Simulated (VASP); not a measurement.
Wanted: the native input for a VASP 6.6.1 run.

- Task: electric field gradients
- Functional: PBEsol
- Potentials or basis: VASP PAW PBE potentials, release 64 (Ag, Cl)
- Cutoff: 520 eV
- k mesh: 9 × 9 × 9
- Occupations: fermi-dirac, width 0.01 eV
- Spin: no spin polarisation
- Dipole correction: no
- Further INCAR settings: ALGO = Normal; EDIFF = 1e-08; NBANDS = 16

The structure of AgCl lies in POSCAR:

```
AgCl
1.0
   -0.0277315000      2.7592842500      2.7592842500
    2.7592842500     -0.0277315000      2.7592842500
    2.7592842500      2.7592842500     -0.0277315000
Ag Cl
1 1
Direct
    0.5000000000      0.5000000000      0.5000000000
    0.0000000000      0.0000000000      0.0000000000
```

This cell differs from its parent crystal: equal xy, yz and zx shear strains of -1 %.

These files were run (other wordings do the same):

INCAR

```
PREC = Accurate ; ENCUT = 520
EDIFF = 1E-8 ; ISMEAR = -1
SIGMA = 0.01 ; LREAL = False
LASPH = True ; NELM = 60
ALGO = Normal ; ISIF = 2
LWAVE = False ; LCHARG = False
GGA = PS ; LEFG = True
NBANDS = 16
```

KPOINTS

```
regular mesh
0
Gamma
  9 9 9
```

Potentials or basis: VASP PAW PBE potentials, release 64 (Ag, Cl).

Run with:

```console
$ cat potpaw_PBE.64/Ag/POTCAR potpaw_PBE.64/Cl/POTCAR > POTCAR
$ mpirun -np 1 vasp_std > vasp.out
```

Results of the run:

```yaml
Pressure: -2.7 GPa
Band_gap_on_the_k_mesh: 0.77 eV, indirect (least direct gap 2.98 eV)
```

Caveat: the cell differs from its parent crystal (equal xy, yz and zx shear strains of -1 %); without QUAD_EFG the Cq values of the log hold for a quadrupole moment of 1 mb, not for the nuclei; the PAW data sets were made with another functional, which shifts forces and pressure a little.

Run time: 55 s on 1 thread of Intel(R) Xeon(R) Platinum 8488C (Sapphire Rapids) (shared host), peak memory 0.2 GiB.
